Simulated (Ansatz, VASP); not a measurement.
## Two plane-wave programs on K2S

```
K S
1.0
     0.00000    3.70642    3.70642
     3.70642    0.00000    3.70642
     3.70642    3.70642    0.00000
K S
2 1
Direct
  0.25000 0.25000 0.25000
  0.75000 0.75000 0.75000
  0.00000 0.00000 0.00000
```

Alike in both runs: task single point; functional PBE; k mesh 8 × 8 × 8; occupations gaussian, width 0.05 eV; no spin polarisation.

```csv
,VASP,Ansatz
version,VASP 6.6.1,Ansatz 0.2.0
potentials or method,"VASP PAW PBE potentials, release 64 (K_sv, S), cutoff 500 eV","scalar-relativistic, plane waves, PAW"
valence electrons in the cell,24,24
```

VASP gave:

* gap on the k mesh at the Fermi level (eV): 2.37
* least direct gap on the mesh (eV): 2.56
* pressure (GPa): 0.4

Problem. Estimate Ansatz's values.

Solution. gap on the k mesh at the Fermi level (eV): 2.37; least direct gap on the mesh (eV): 2.57; pressure (GPa): 0.4.
